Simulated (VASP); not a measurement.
Crystal: AlCo2.

```
Al Co
1.0
     0.00000    2.64298    2.64298
     2.64298    0.00000    2.64298
     2.64298    2.64298    0.00000
Al Co
1 2
Direct
  0.00000 0.00000 0.00000
  0.75000 0.75000 0.75000
  0.25000 0.25000 0.25000
```

```yaml
Program: VASP 6.6.1
Task: relaxation of cell and atoms
Functional: PBE
Potentials_or_basis: VASP PAW PBE potentials, release 64 (Al, Co)
Cutoff: 600 eV
k_mesh: 6 × 6 × 6
Occupations: gaussian, width 0.1 eV
Spin: collinear spin, ferromagnetic start
Starting_moments: "[0.0, 3.0, 3.0] μB"
```

At the start: pressure 15.7 GPa; volume 12.31 Å³/atom.

Problem. How do energy, volume and symmetry change on relaxing?

Solution. Over 3 steps the energy falls by 61.3 meV/atom and the volume is 13.69 Å³/atom (+11.3 %); space group Fm-3m (No. 225, to 0.05 Å); moment 2.15 μB per cell.

The path:
```csv
step,energy change (eV),largest force (eV/Å),pressure (GPa),volume (Å³)
1,0.0000,0.0000,15.73,36.92
2,-0.1277,0.0000,-6.69,43.76
3,-0.1839,0.0000,0.39,41.08
```

Final structure:
```
Al Co
1.0
     0.00000    2.73869    2.73869
     2.73869    0.00000    2.73869
     2.73869    2.73869    0.00000
Al Co
1 2
Direct
  0.00000 0.00000 0.00000
  0.75000 0.75000 0.75000
  0.25000 0.25000 0.25000
```
